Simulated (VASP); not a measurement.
Wanted: the native input for a VASP 6.6.1 run.

```yaml
Task: single point
Functional: RPBE
Potentials_or_basis: VASP PAW PBE potentials, release 64 (Pd)
Cutoff: 520 eV
k_mesh: 13 × 13 × 4
Occupations: fermi-dirac, width 0.1 eV
Spin: no spin polarisation
Dipole_correction: no
Further_INCAR_settings: ALGO = Normal; EDIFF = 1e-06; NBANDS = 28
```

The structure of Pd lies in POSCAR:

```
Pd
1.0
    2.8104923619      0.0000000000      0.0000000000
   -1.4052461810      2.4339577826      0.0000000000
    0.0000000000      0.0000000000      9.2618297452
Pd
4
Direct
    0.0000000000      0.0000000000      0.0000000000
    0.0000000000      0.0000000000      0.5000000000
    0.3333333333      0.6666666667      0.2500000000
    0.6666666667      0.3333333333      0.7500000000
```

These files were run (other wordings do the same):

INCAR

```
SYSTEM = Pd
PREC     = Accurate       ! precision mode
ENCUT    = 520            ! plane-wave cutoff, eV
EDIFF    = 1E-6           ! SCF threshold, eV
ISMEAR   = -1             ! smearing method
SIGMA    = 0.1            ! smearing width, eV
LREAL    = .False.        ! projectors in reciprocal space
LASPH    = .True.         ! aspherical terms in the spheres
NELM     = 60             ! most SCF steps
ALGO     = Normal         ! electronic algorithm
ISIF     = 2              ! what is computed and relaxed
LWAVE    = .False.        ! write WAVECAR
LCHARG   = .False.        ! write CHGCAR
GGA      = RP             ! functional
NBANDS   = 28             ! bands
```

KPOINTS

```
regular mesh
0
Gamma
  13 13 4
  0 0 0
```

Potentials or basis: VASP PAW PBE potentials, release 64 (Pd).

Run with:

```bash
$ cat potpaw_PBE.64/Pd/POTCAR > POTCAR
$ mpirun -np 1 vasp_std > vasp.out
```

Results of the run:

```yaml
Pressure: -0.2 GPa
Band_gap_on_the_k_mesh: zero (band 20 reaches 8.93 eV, above the bottom of band 21 at 8.11 eV)
```

Caveat: the PAW data sets were made with another functional, which shifts forces and pressure a little.

Run time: 64 s on 1 thread of Intel Xeon 6975P-C (shared host), peak memory 0.24 GiB.
